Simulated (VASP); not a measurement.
Input of a VASP 6.6.1 run:

INCAR

```
  PREC = Accurate
  ENCUT = 520
  EDIFF = 1E-7
  ISMEAR = 0
  SIGMA = 0.05
  LREAL = False
  LASPH = True
  NELM = 150
  ALGO = Normal
  ISIF = 2
  LWAVE = False
  LCHARG = False
  LMAXMIX = 4
  LDAU = True
  LDAUTYPE = 2
  LDAUL = 2 -1
  LDAUU = 4 0
  LDAUJ = 0 0
  LDAUPRINT = 1
  GGA = PE
  IVDW = 12
  NBANDS = 19
```

The input KPOINTS:

```
regular mesh
0
Gamma
  12 12 12
```

POSCAR

```
TiO2
1.0
    1.5549521159      0.8977520227      4.7630256579
   -1.5549521159      0.8977520227      4.7630256579
    0.0000000000     -1.7955040454      4.7630256579
Ti O
1 2
Direct
    0.0000000000      0.0000000000      0.0000000000
    0.6017580785      0.6017580785      0.6017580785
    0.3982419215      0.3982419215      0.3982419215
```

Potentials or basis: VASP PAW PBE potentials, release 64 (Ti_sv, O).

Command:

```console
$ cat potpaw_PBE.64/Ti_sv/POTCAR potpaw_PBE.64/O/POTCAR > POTCAR
$ mpirun -np 1 vasp_std > vasp.out
```

Task: What does it give for the dispersion energy per atom?

Result: -0.186 eV.

Task: Estimate the band gap on the k mesh.

Result: 2.67 eV (least direct gap 2.97 eV).

Forces on the atoms (eV/Å):
```
Ti   0.000  0.000  0.000
O    0.000  0.000 -0.003
O    0.000  0.000  0.003
```

 A k mesh can miss the band edges.
